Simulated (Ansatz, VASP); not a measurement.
## Two plane-wave programs on LaAl3N2

```
La Al N
1.0
     3.40000    0.00000    0.00000
    -1.70000    2.94449    0.00000
     0.00000    0.00000    9.35000
La Al N
1 3 2
Direct
  0.00000 0.00000 0.00000
  0.66667 0.33333 0.21500
  0.00000 0.00000 0.48500
  0.33333 0.66667 0.73000
  0.66667 0.33333 0.42000
  0.33333 0.66667 0.15000
```

Alike in both runs: task relaxation of cell and atoms; functional PBE; k mesh 5 × 5 × 2; occupations gaussian, width 0.2 eV; no spin polarisation.

```csv
,VASP,Ansatz
version,VASP 6.6.1,Ansatz 0.2.0
potentials or method,"VASP PAW PBE potentials, release 64 (La, Al, N), cutoff 600 eV","scalar-relativistic, plane waves, PAW"
valence electrons in the cell,30,30
```

Ansatz gave:

* gap on the k mesh at the Fermi level, each at its own relaxed structure (eV): none
* relaxed volume (Å³/atom): 15.14
* relaxed cell length with the largest relative difference (Å): 10.614

Q: Which values does VASP return?

A: gap on the k mesh at the Fermi level, each at its own relaxed structure (eV): none; relaxed volume (Å³/atom): 15.09; relaxed cell length with the largest relative difference (Å): 10.650.

A gap of «none» marks a metal or a gap that the smearing closes.

The k mesh is coarse, so the values compare programs but aren't converged. Spin-orbit coupling is off throughout.
